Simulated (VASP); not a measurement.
Set up this calculation in VASP 6.6.1, as the native input.

* Task: single point
* Functional: PBEsol
* Potentials or basis: VASP PAW PBE potentials, release 64 (Al, Sb, P)
* Cutoff: 520 eV
* k mesh: 4 × 4 × 4
* Occupations: fermi-dirac, width 0.05 eV
* Spin: no spin polarisation
* Dipole correction: no
* Further INCAR settings: ALGO = Normal; EDIFF = 1e-06; NBANDS = 22

The structure of Al2SbP3 lies in POSCAR:

```
Al2SbP3
1.0
    3.2154677094      0.9930065154      3.9785115072
   -1.9494015001      1.0929052402      3.2946177924
    0.7322466798     -5.6656241703      4.7186138976
Al Sb P
2 1 3
Direct
    0.6412896308      0.6974995860      0.6133648049
    0.5730170598      0.4306587264      0.2151048979
    0.1774171163     -0.2429094524     -0.0420530625
   -0.1063401762      0.4384510616     -0.1209809485
    0.3395023006     -0.0317665943      0.3734287697
   -0.1378944022      0.1724230839      0.4427443146
```

These files were run (other wordings do the same):

INCAR

```
PREC = Accurate
ENCUT = 520
EDIFF = 1E-6
ISMEAR = -1
SIGMA = 0.05
LREAL = False
LASPH = True
NELM = 100
ALGO = Normal
ISIF = 2
LWAVE = False
LCHARG = False
GGA = PS
NBANDS = 22
```

KPOINTS

```
Automatic mesh
0
Gamma
  4 4 4
```

Potentials or basis: VASP PAW PBE potentials, release 64 (Al, Sb, P).

Command:

```sh
$ cat potpaw_PBE.64/Al/POTCAR potpaw_PBE.64/Sb/POTCAR potpaw_PBE.64/P/POTCAR > POTCAR
$ mpirun -np 1 vasp_std > vasp.out
```

It gave:

| Property | Result |
| --- | --- |
| Pressure | 0.1 GPa |
| Largest force | 0.041 eV/Å |
| Band gap on the k mesh | zero (bands 13 and 14 overlap by 0.01 eV) |

Caveat: the k points lie up to 0.43 Å⁻¹ apart; semilocal functionals underestimate gaps, and a narrow one can read as zero; the PAW data sets were made with another functional, which shifts forces and pressure a little; spin-orbit coupling is left out, which moves the levels of the heavy elements.

Run time: 110 s on 1 thread of Intel(R) Xeon(R) Platinum 8259CL CPU @ 2.50GHz (Skylake/Cascade Lake) (shared host), peak memory 0.29 GiB.
